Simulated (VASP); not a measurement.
Set up this calculation in VASP 6.6.1, as the native input.

```yaml
Task: single point
Functional: PBEsol
Potentials_or_basis: VASP PAW PBE potentials, release 64 (Hf_pv, B)
Cutoff: 520 eV
k_mesh: 10 × 10 × 8
Occupations: fermi-dirac, width 0.05 eV
Spin: no spin polarisation
Hubbard_terms: Hf d U = 4.0 eV
Dipole_correction: no
Further_INCAR_settings: ALGO = Normal; EDIFF = 1e-06; NBANDS = 15
```

The structure of HfB2 lies in POSCAR:

```
HfB2
1.0
    3.1400000000      0.0000000000      0.0000000000
   -1.5700000000      2.7193197679      0.0000000000
    0.0000000000      0.0000000000      3.4800000000
Hf B
1 2
Direct
    0.0000000000      0.0000000000      0.0000000000
    0.6666666667      0.3333333333      0.5000000000
    0.3333333333      0.6666666667      0.5000000000
```

These files were run (other wordings do the same):

INCAR

```
SYSTEM = HfB2
PREC     = Accurate       ! precision mode
ENCUT    = 520            ! plane-wave cutoff, eV
EDIFF    = 1E-6           ! SCF threshold, eV
ISMEAR   = -1             ! smearing method
SIGMA    = 0.05           ! smearing width, eV
LREAL    = .False.        ! projectors in reciprocal space
LASPH    = .True.         ! aspherical terms in the spheres
NELM     = 150            ! most SCF steps
ALGO     = Normal         ! electronic algorithm
ISIF     = 2              ! what is computed and relaxed
LWAVE    = .False.        ! write WAVECAR
LCHARG   = .True.         ! write CHGCAR
LMAXMIX  = 4              ! l up to which the mixer works
LDAU     = .True.         ! DFT+U
LDAUTYPE = 2            
LDAUL    = 2 -1           ! shell
LDAUU    = 4 0            ! U, eV
LDAUJ    = 0 0          
LDAUPRINT= 1            
GGA      = PS             ! functional
LELF     = .True.         ! ELF
LVHAR    = .True.       
NBANDS   = 15             ! bands
```

KPOINTS

```
Automatic mesh
0
Gamma
  10 10 8
  0 0 0
```

Potentials or basis: VASP PAW PBE potentials, release 64 (Hf_pv, B).

Run with:

```bash
$ cat potpaw_PBE.64/Hf_pv/POTCAR potpaw_PBE.64/B/POTCAR > POTCAR
$ mpirun -np 1 vasp_std > vasp.out
```

It gave:

- Pressure: 7.3 GPa
- Band gap on the k mesh: zero (band 8 reaches 8.76 eV, above the bottom of band 9 at 7.85 eV)

Caveat: the PAW data sets were made with another functional, which shifts forces and pressure a little; spin-orbit coupling is left out, which moves the levels of the heavy elements; U without spin polarisation on a metal has little footing; the U is typed as a test and isn't derived for this compound.

It took 22 s on 1 thread of Intel(R) Xeon(R) Platinum 8259CL CPU @ 2.50GHz (Skylake/Cascade Lake), on a shared host, peak memory 0.16 GiB.
